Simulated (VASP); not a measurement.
The system is Tc.

```
Tc
1.0
     0.00000    2.65000    2.65000
     2.65000    0.00000    2.65000
     2.65000    2.65000    0.00000
Tc
2
Direct
  0.00000 0.00000 0.00000
  0.25000 0.25000 0.25000
```

This isn't the form of Tc at room conditions, which is hcp.

| Property | Result |
| --- | --- |
| Program | VASP 6.6.1 |
| Task | relaxation of cell and atoms |
| Functional | r2SCAN |
| Potentials or basis | VASP PAW PBE potentials, release 64 (Tc_pv) |
| Cutoff | 550 eV |
| k mesh | 7 × 7 × 7 |
| Occupations | fermi-dirac, width 0.05 eV |
| Spin | no spin polarisation |

At the start: pressure 24.0 GPa; volume 18.61 Å³/atom.

Task: Where does the relaxation end?

Result: Over 5 steps the energy falls by 151.8 meV/atom and the volume is 20.83 Å³/atom (+11.9 %); space group Fd-3m (No. 227, to 0.1 Å) before and after.

The path:
| step | energy change (eV) | largest force (eV/Å) | pressure (GPa) | volume (Å³) |
| --- | --- | --- | --- | --- |
| 1 | 0.0000 | 0.0000 | 24.02 | 37.22 |
| 2 | 0.9440 | 0.0000 | -24.79 | 54.36 |
| 3 | -0.3011 | 0.0000 | -1.74 | 42.14 |
| 4 | -0.3035 | 0.0000 | -0.24 | 41.75 |
| 5 | -0.3035 | 0.0000 | 0.13 | 41.66 |

Final structure:
```cif
data_structure
_symmetry_space_group_name_H-M 'P 1'
_symmetry_Int_Tables_number 1
_cell_length_a 3.8910
_cell_length_b 3.8910
_cell_length_c 3.8910
_cell_angle_alpha 60.000
_cell_angle_beta 60.000
_cell_angle_gamma 60.000
_cell_volume 41.66
loop_
_atom_site_label
_atom_site_type_symbol
_atom_site_fract_x
_atom_site_fract_y
_atom_site_fract_z
_atom_site_occupancy
Tc1 Tc 0.00000 0.00000 0.00000 1
Tc2 Tc 0.25000 0.25000 0.25000 1
```

Caveat: the PAW data sets were made with another functional, which shifts forces and pressure a little.
